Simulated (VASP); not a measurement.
Wanted: the native input for a VASP 6.6.1 run.

- Task: single point
- Functional: PBEsol
- Potentials or basis: VASP PAW PBE potentials, release 64 (Pt, Se)
- Cutoff: 500 eV
- k mesh: 6 × 6 × 4
- Occupations: fermi-dirac, width 0.02 eV
- Spin: no spin polarisation
- Dipole correction: no
- Further INCAR settings: ALGO = Normal; EDIFF = 1e-06; NBANDS = 18

The structure of PtSe2 lies in POSCAR:

```
PtSe2
1.0
    3.7286503637      0.0000000000      0.0000000000
   -1.8643251819      3.2291059368      0.0000000000
    0.0000000000      0.0000000000      5.2771566385
Pt Se
1 2
Direct
    0.0000000000      0.0000000000      0.0000000000
    0.3333333333      0.6666666667      0.2462188963
    0.6666666667      0.3333333333      0.7537811037
```

One way to write it, as run:

INCAR

```
SYSTEM = PtSe2
PREC = Accurate ; ENCUT = 500
EDIFF = 1E-6 ; ISMEAR = -1
SIGMA = 0.02 ; LREAL = .FALSE.
LASPH = .TRUE. ; NELM = 120
ALGO = Normal ; ISIF = 2
LWAVE = .FALSE. ; LCHARG = .FALSE.
GGA = PS ; NBANDS = 18
GGA_COMPAT = .FALSE.
```

KPOINTS

```
Automatic mesh
0
G
  6 6 4
  0 0 0
```

Potentials or basis: VASP PAW PBE potentials, release 64 (Pt, Se).

The run is started by

```console
$ cat potpaw_PBE.64/Pt/POTCAR potpaw_PBE.64/Se/POTCAR > POTCAR
$ mpirun -np 1 vasp_std > vasp.out
```

Results of the run:

```
Pressure               : -1.0 GPa
Largest force          : 0.099 eV/Å
Band gap on the k mesh : zero (band 11 reaches 6.06 eV, above the bottom of band 12 at 5.86 eV)
```

Caveat: the PAW data sets were made with another functional, which shifts forces and pressure a little; spin-orbit coupling is left out, which moves the levels of the heavy elements.

Run time: 14 s on 1 thread of Intel(R) Xeon(R) Platinum 8488C (Sapphire Rapids), on a shared host, peak memory 0.19 GiB.
